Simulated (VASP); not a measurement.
C:

```
CELL_PARAMETERS angstrom
1.22803 0.70900 3.34701
-1.22803 0.70900 3.34701
0.00000 -1.41801 3.34701
ATOMIC_POSITIONS crystal
C 0.83600 0.83600 0.83600
C 0.16400 0.16400 0.16400
```

| Property | Result |
| --- | --- |
| Program | VASP 6.6.1 |
| Task | relaxation of volume and atoms at fixed shape |
| Functional | LDA |
| Potentials or basis | VASP PAW LDA potentials, release 64 (C) |
| Cutoff | 600 eV |
| k mesh | 10 × 10 × 10 |
| Occupations | methfessel-paxton, width 0.05 eV |
| Spin | no spin polarisation |

At the start: pressure -3.8 GPa; volume 8.74 Å³/atom.

Task: How do energy, volume and symmetry change on relaxing?

Result: Over 8 steps the energy falls by 13.3 meV/atom and the volume is 8.63 Å³/atom (-1.2 %); space group R-3m (No. 166, to 0.05 Å).

Step by step:
| step | energy change (eV) | largest force (eV/Å) | pressure (GPa) | volume (Å³) |
| --- | --- | --- | --- | --- |
| 1 | 0.0000 | 0.9113 | -3.77 | 17.48 |
| 2 | -0.0114 | 0.5994 | 5.07 | 16.97 |
| 3 | -0.0261 | 0.0526 | 1.27 | 17.19 |
| 4 | -0.0261 | 0.0354 | 1.34 | 17.18 |
| 5 | -0.0262 | 0.0609 | -1.15 | 17.33 |
| 6 | -0.0265 | 0.0138 | 0.06 | 17.26 |
| 7 | -0.0265 | 0.0129 | 0.09 | 17.26 |
| 8 | -0.0265 | 0.0066 | 0.02 | 17.27 |

Final structure:
```
C
1.0
     1.22289    0.70603    3.33301
    -1.22289    0.70603    3.33301
     0.00000   -1.41208    3.33301
C
2
Direct
  0.83339 0.83339 0.83339
  0.16661 0.16661 0.16661
```
